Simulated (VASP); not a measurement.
Input of a VASP 6.6.1 run:

The input INCAR:

```
SYSTEM = Ta
  ALGO = Normal
  EDIFF = 1E-7
  ENCUT = 520
  GGA = PS
  ISIF = 2
  ISMEAR = -1
  LASPH = .TRUE.
  LCHARG = .TRUE.
  LELF = .TRUE.
  LREAL = .FALSE.
  LVHAR = .TRUE.
  LWAVE = .FALSE.
  NBANDS = 18
  NELM = 60
  PREC = Accurate
  SIGMA = 0.05
```

File KPOINTS:

```
k-points
0
G
  15 15 9
  0 0 0
```

File POSCAR:

```
Ta
1.0
   -1.6403433495      1.6403433495      1.6403433495
    1.6403433495     -1.6403433495      1.6403433495
    3.2806866990      3.2806866990      0.0000000000
Ta
2
Direct
    0.0000000000      0.0000000000      0.0000000000
    0.5000000000      0.5000000000      0.5000000000
```

Potentials or basis: VASP PAW PBE potentials, release 64 (Ta_pv).

Command:

```sh
$ cat potpaw_PBE.64/Ta_pv/POTCAR > POTCAR
$ mpirun -np 1 vasp_std > vasp.out
```

Problem. What does it give for the band gap on the k mesh?

Solution. Zero (bands 11 and 12 overlap by 2.75 eV).

Problem. Predict the pressure.

Solution. 0.2 GPa.

Caveat: the PAW data sets were made with another functional, which shifts forces and pressure a little; spin-orbit coupling is left out, which moves the levels of the heavy elements.
